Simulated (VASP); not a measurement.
Here is a VASP 6.6.1 calculation.

Contents of INCAR:

```
SYSTEM = SiO2
ALGO = Normal
EDIFF = 1E-6
EDIFFG = -0.01
ENCUT = 600
GGA = RE
IBRION = 2
ISIF = 3
ISMEAR = -1
LASPH = .True.
LCHARG = .False.
LREAL = .False.
LWAVE = .False.
NELM = 80
NSW = 60
PREC = Accurate
SIGMA = 0.05
```

Contents of KPOINTS:

```
k-points
0
Gamma
  6 6 4
  0 0 0
```

Contents of POSCAR:

```
SiO2
1.0
    4.9755888200      0.0000000000      0.0000000000
    0.0000000000      4.9755888200      0.0000000000
    0.0000000000      0.0000000000      6.9008894400
Si O
4 8
Direct
    0.8032465600      0.8032465600      0.5000000000
    0.6967534400      0.3032465600      0.2500000000
    0.3032465600      0.6967534400      0.7500000000
    0.1967534400      0.1967534400      0.0000000000
    0.7617576300      0.1103870700      0.4320415600
    0.8896129300      0.2382423700      0.0679584400
    0.1103870700      0.7617576300      0.5679584400
    0.2617576300      0.3896129300      0.8179584400
    0.2382423700      0.8896129300      0.9320415600
    0.7382423700      0.6103870700      0.3179584400
    0.3896129300      0.2617576300      0.1820415600
    0.6103870700      0.7382423700      0.6820415600
```

Potentials or basis: VASP PAW PBE potentials, release 64 (Si, O).

Launch:

```bash
$ cat potpaw_PBE.64/Si/POTCAR potpaw_PBE.64/O/POTCAR > POTCAR
$ mpirun -np 1 vasp_std > vasp.out
```

**Question.** What does it give for the space group after relaxing (to 0.1 Å)?

**Answer.** P4_32_12 (No. 96).

**Question.** Predict the relaxed volume.

**Answer.** 15.77 Å³/atom.

Forces on the atoms (eV/Å):
```
Si  -0.003 -0.003  0.000
Si   0.003 -0.003  0.000
Si  -0.003  0.003  0.000
Si   0.003  0.003  0.000
O   -0.002  0.001 -0.009
O   -0.001  0.002  0.009
O    0.001 -0.002  0.009
O   -0.002 -0.001  0.009
O    0.002 -0.001 -0.009
O    0.002  0.001  0.009
O   -0.001 -0.002 -0.009
O    0.001  0.002 -0.009
```

Caveat: the PAW data sets were made with another functional, which shifts forces and pressure a little.
